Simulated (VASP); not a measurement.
# Si (Fd-3m) in VASP: vibrations by perturbation theory with PBE

Aim: the vibrations by perturbation theory of Si with PBE.

Program: VASP 6.6.1. These are calculated values, not measurements. Logs are shortened: lines on timing, memory, paths and dates and some standing lists are left out, and cuts for length are marked.

### Step 1. The cell of the first run

The structure is cubic, space group Fd-3m (No. 227). Conventional cell: a = 5.470 Å, b = 5.470 Å, c = 5.470 Å, α = 90.00°, β = 90.00°, γ = 90.00°. Within 3.1 Å of Si (site symmetry -43m) lie 4 Si at 2.37 Å.

### Step 2. Vibrations by perturbation theory, PBE

The input, INCAR:

```
PREC     = Accurate       # precision mode
ENCUT    = 520            # plane-wave cutoff, eV
EDIFF    = 1E-8           # SCF threshold, eV
ISMEAR   = 0              # smearing method
SIGMA    = 0.01           # smearing width, eV
LREAL    = F              # projectors in reciprocal space
LASPH    = T              # aspherical terms in the spheres
NELM     = 100            # most SCF steps
ALGO     = Normal         # electronic algorithm
ISIF     = 2              # what is computed and relaxed
LWAVE    = F              # write WAVECAR
LCHARG   = F              # write CHGCAR
GGA      = PE             # functional
NBANDS   = 11             # bands
IBRION   = 8              # ionic algorithm
NSW      = 1              # ionic steps
LEPSILON = T              # dielectric tensor by DFPT
```

The input, KPOINTS:

```
Automatic mesh
0
Gamma
  8 8 8
```

The input, POSCAR:

```
Si
1.0
    0.0000000000      2.7350468771      2.7350468771
    2.7350468771      0.0000000000      2.7350468771
    2.7350468771      2.7350468771      0.0000000000
Si
2
Direct
    0.7500000000      0.7500000000      0.7500000000
    0.5000000000      0.5000000000      0.5000000000
```

Potentials or basis: VASP PAW PBE potentials, release 64 (Si).

Command:

```
$ cat potpaw_PBE.64/Si/POTCAR > POTCAR
$ mpirun -np 1 vasp_std > vasp.out
```

OUTCAR:

```text
PREC = Accurate
   ENCUT = 520
   EDIFF = 1E-8
   ISMEAR = 0
   LREAL = F
   LASPH = T
   NELM = 100
   ISIF = 2
   GGA = PE
   IBRION = 8
   NSW = 1
   LEPSILON = T

 ion  position               nearest neighbor table
   1  0.750  0.750  0.750-   2 2.37   2 2.37   2 2.37   2 2.37
   2  0.500  0.500  0.500-   1 2.37   1 2.37   1 2.37   1 2.37

  LATTYP: Found a face centered cubic cell.
 ALAT       =     5.4700937542

  Lattice vectors:

 A1 = (   0.0000000000,   2.7350468771,   2.7350468771)
 A2 = (   2.7350468771,   0.0000000000,   2.7350468771)
 A3 = (   2.7350468771,   2.7350468771,   0.0000000000)

Analysis of symmetry for initial positions (statically):
=====================================================================
 Subroutine PRICEL returns:
 Original cell was already a primitive cell.

 Routine SETGRP: Setting up the symmetry group for a
 face centered cubic supercell.

 Subroutine GETGRP returns: Found 48 space group operations
 (whereof 24 operations were pure point group operations)
 out of a pool of 48 trial point group operations.

The static configuration has the point symmetry T_d .
 The point group associated with its full space group is O_h .

Analysis of symmetry for dynamics (positions and initial velocities):
=====================================================================
 Subroutine PRICEL returns:
 Original cell was already a primitive cell.

 Routine SETGRP: Setting up the symmetry group for a
 face centered cubic supercell.

 Subroutine GETGRP returns: Found 48 space group operations
 (whereof 24 operations were pure point group operations)
 out of a pool of 48 trial point group operations.

The dynamic configuration has the point symmetry T_d .
 The point group associated with its full space group is O_h .

 Subroutine INISYM returns: Found 48 space group operations
 (whereof 24 operations are pure point group operations),
 and found     1 'primitive' translations

----------------------------------------------------------------------------------------

                                     Primitive cell

  volume of cell :      40.9189

  direct lattice vectors                    reciprocal lattice vectors
     0.000000000  2.735046877  2.735046877    -0.182812223  0.182812223  0.182812223
     2.735046877  0.000000000  2.735046877     0.182812223 -0.182812223  0.182812223
     2.735046877  2.735046877  0.000000000     0.182812223  0.182812223 -0.182812223

  length of vectors
     3.867940387  3.867940387  3.867940387     0.316640059  0.316640059  0.316640059

  position of ions in fractional coordinates (direct lattice)
     0.750000000  0.750000000  0.750000000
     0.500000000  0.500000000  0.500000000

  ion indices of the primitive-cell ions
   primitive index   ion index
                 1           1
                 2           2

----------------------------------------------------------------------------------------

 KPOINTS: Automatic mesh

Automatic generation of k-mesh.
 Grid dimensions read from file:
 generate k-points for:    8    8    8

 Generating k-lattice:
[... 481 lines left out ...]
 ------------------------------------------------------
          14.767064     0.000000    -0.000000
          -0.000000    14.767064     0.000000
           0.000000    -0.000000    14.767064
 ------------------------------------------------------

 Free energy of the ion-electron system (eV)
  ---------------------------------------------------
  ---------------------------------------------------
  free energy    TOTEN  =        -1.59610181 eV

  energy without entropy =       -1.59610181

------------------------ aborting loop because EDIFF is reached ----------------------------------------

--------------------------------------- Ionic step        2  -------------------------------------------

------------------------ aborting loop because EDIFF is reached ----------------------------------------

--------------------------------------- Ionic step        3  -------------------------------------------

------------------------ aborting loop because EDIFF is reached ----------------------------------------

 PIEZOELECTRIC TENSOR FIELD DIRECTION 3  (e Angst)
 -----------------------------------------------------------------------------
     0.00250  0.00000  0.00000           (  0.00001  0.00000  0.00000)
     0.00000  0.00250  0.00000           (  0.00000  0.00001  0.00000)
     0.00000  0.00000 -0.00862           (  0.00000  0.00000 -0.00000)

 PIEZOELECTRIC TENSOR FIELD DIRECTION 3  (C/m^2)
 -----------------------------------------------------------------------------
     0.00098  0.00000  0.00000
     0.00000  0.00098  0.00000
     0.00000  0.00000 -0.00338

--------------------------------------- Ionic step        4  -------------------------------------------

 Free energy of the ion-electron system (eV)
  ---------------------------------------------------
  ---------------------------------------------------
  free energy    TOTEN  =        -0.01736080 eV

  energy without entropy =       -0.01736080

------------------------ aborting loop because EDIFF is reached ----------------------------------------

 INTERNAL STRAIN TENSOR  FOR ION    1  DIRECTION 1   (eV/Angst):
 -----------------------------------------------------------------------------
     0.00575  0.00000  0.00000
     0.00000 -0.00181 -8.67578
     0.00000 -8.67578 -0.00181

 MACROSCOPIC STATIC DIELECTRIC TENSOR (including local field effects in DFT)
 ------------------------------------------------------
          14.147894     0.000000     0.000000
          -0.000000    14.147894    -0.000000
          -0.000000    -0.000000    14.147894
 ------------------------------------------------------

 PIEZOELECTRIC TENSOR (including local field effects)  for field in x, y, z        (e  Angst)
          XX          YY          ZZ          XY          YZ          ZX
  --------------------------------------------------------------------------------
  x     0.00000     0.00000     0.00000     0.00000     0.00000    -0.00000
  y    -0.00000     0.00000    -0.00000    -0.00000    -0.00000    -0.00000
  z     0.00000     0.00000     0.00000     0.00000    -0.00000     0.00000

 PIEZOELECTRIC TENSOR (including local field effects)  for field in x, y, z        (C/m^2)
          XX          YY          ZZ          XY          YZ          ZX
  --------------------------------------------------------------------------------
  x     0.00000     0.00000     0.00000     0.00000     0.00000    -0.00000
  y    -0.00000     0.00000    -0.00000    -0.00000    -0.00000    -0.00000
  z     0.00000     0.00000     0.00000     0.00000    -0.00000     0.00000

 BORN EFFECTIVE CHARGES (including local field effects) (in |e|, cummulative output)
 ---------------------------------------------------------------------------------
 ion    1
    1     0.00000     0.00000     0.00000
    2     0.00000     0.00000     0.00000
    3     0.00000    -0.00000     0.00000
 ion    2
    1    -0.00000     0.00000     0.00000
    2     0.00000    -0.00000    -0.00000
    3    -0.00000     0.00000    -0.00000

 INTERNAL STRAIN TENSOR FOR ION    2 for displacements in x,y,z  (eV/Angst):
          X           Y           Z          XY          YZ          ZX
  --------------------------------------------------------------------------------
  x    -0.00000     0.00000     0.00000     0.00000     8.67578     0.00000
  y     0.00000     0.00000     0.00000     0.00000     0.00000     8.67578
  z     0.00000     0.00000    -0.00000     8.67578     0.00000     0.00000

 SECOND DERIVATIVES (NOT SYMMETRIZED)
 ------------------------------------
               1X          1Y          1Z          2X          2Y          2Z
  1X   -13.047179    0.000000    0.000000   13.047179    0.000000    0.000000
  1Y     0.000000  -13.047179    0.000000    0.000000   13.047179    0.000000
  1Z     0.000000    0.000000  -13.047179    0.000000    0.000000   13.047179
  2X    13.047179    0.000000    0.000000  -13.047179    0.000000    0.000000
  2Y     0.000000   13.047179    0.000000    0.000000  -13.047179    0.000000
  2Z     0.000000    0.000000   13.047179    0.000000    0.000000  -13.047179

 Eigenvectors and eigenvalues of the dynamical matrix
 ----------------------------------------------------

   1 f  =   15.069083 THz    94.681840 2PiTHz  502.650499 cm-1    62.320691 meV
             X         Y         Z           dx          dy          dz
      4.102570  4.102570  4.102570     0.000000   -0.707107    0.000000
      2.735047  2.735047  2.735047     0.000000    0.707107    0.000000
[... 21 lines left out ...]
   6 f  =    0.000000 THz     0.000000 2PiTHz    0.000000 cm-1     0.000000 meV
             X         Y         Z           dx          dy          dz
      4.102570  4.102570  4.102570     0.000000    0.000000    0.707107
      2.735047  2.735047  2.735047     0.000000    0.000000    0.707107

--------------------------------------------------------------------------------------------------------

 MACROSCOPIC STATIC DIELECTRIC TENSOR IONIC CONTRIBUTION
 ------------------------------------------------------
           0.000000     0.000000     0.000000
           0.000000     0.000000     0.000000
           0.000000     0.000000     0.000000
 ------------------------------------------------------

 ELASTIC MODULI CONTR FROM IONIC RELAXATION (kBar)
 Direction    XX          YY          ZZ          XY          YZ          ZX
 --------------------------------------------------------------------------------
 XX          -0.0000      0.0000      0.0000      0.0000      0.0000      0.0000
 YY           0.0000     -0.0000      0.0000      0.0000      0.0000     -0.0000
 ZZ           0.0000      0.0000     -0.0000      0.0000      0.0000      0.0000
 XY           0.0000      0.0000      0.0000   -225.8847      0.0000      0.0000
 YZ           0.0000      0.0000      0.0000      0.0000   -225.8847      0.0000
 ZX           0.0000     -0.0000      0.0000      0.0000      0.0000   -225.8847
 --------------------------------------------------------------------------------

 PIEZOELECTRIC TENSOR IONIC CONTR  for field in x, y, z        (C/m^2)
          XX          YY          ZZ          XY          YZ          ZX
  --------------------------------------------------------------------------------
  x     0.00000     0.00000     0.00000     0.00000    -0.00000     0.00000
  y     0.00000    -0.00000     0.00000    -0.00000     0.00000    -0.00000
  z     0.00000     0.00000     0.00000    -0.00000    -0.00000     0.00000
```

Run time: 2.2 min. Hardware: 1 thread of Intel Xeon Platinum 8488C (Sapphire Rapids), shared host; peak memory 0.24 GiB.

Results:

```
Electronic dielectric tensor (diagonal) : 14.15
Born charges (mean of the diagonal)     : Si +0.00 e
Highest phonon frequency at Γ           : 503 cm⁻¹
```

Phonon frequencies in cm⁻¹ (negative: imaginary):
| q point | frequencies |
| --- | --- |
| (0.000, 0.000, 0.000) | 0 0 0 503 503 503 |

Electronic dielectric tensor:
```
14.15  0.00  0.00
 0.00 14.15  0.00
 0.00  0.00 14.15
```

Born effective charge tensors (e):
atom 1, Si
```
0.00 0.00 0.00
0.00 0.00 0.00
0.00 0.00 0.00
```
atom 2, Si
```
0.00 0.00 0.00
0.00 0.00 0.00
0.00 0.00 0.00
```
